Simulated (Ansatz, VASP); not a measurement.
# Two plane-wave programs on CuO

```
Cu O
1.0
     2.87950    0.00000    0.00000
     0.03907    2.87928    0.00000
     0.01750    0.01724    5.17634
Cu O
2 2
Cartesian
  0.0195 1.4396 0.0000
  1.4485 0.0086 2.5882
  2.8881 0.0177 3.8817
  0.0479 2.8788 1.2947
```

Alike in both runs: task relaxation of cell and atoms; functional LDA; k mesh 9 × 9 × 5; occupations fermi-dirac, width 0.05 eV; no spin polarisation; Hubbard terms Cu d U = 4.5 eV.

|  | VASP | Ansatz |
| --- | --- | --- |
| version | VASP 6.6.1 | Ansatz 0.2.0 |
| potentials or method | VASP PAW LDA potentials, release 64 (Cu, O) | Ansatz PAW |
| plane-wave cutoff (eV) | 600 | 420 |
| valence electrons in the cell | 34 | 50 |

```csv
,VASP,Ansatz,Ansatz less VASP
"gap on the k mesh at the Fermi level, each at its own relaxed structure (eV)",none,none,-
relaxed volume (Å³/atom),10.07,10.40,+0.333
relaxed length of the cell vector where the two differ most in proportion (Å),2.830,2.866,+0.0359
```

LDA's correlation is that of Perdew and Zunger in VASP and of Perdew and Wang (1992) in Ansatz. The programs project onto different local orbitals, so the same U acts differently, and such runs can settle in different states. A gap of «none» marks a metal or a gap that the smearing closes. VASP's potentials hold 34 valence electrons a cell and Ansatz's 50, so a difference there can come from the potentials and not from the codes.

Noted on Ansatz's run: the plane-wave basis is chosen anew once the cell has moved, so the energies of steps on either side of that aren't comparable.
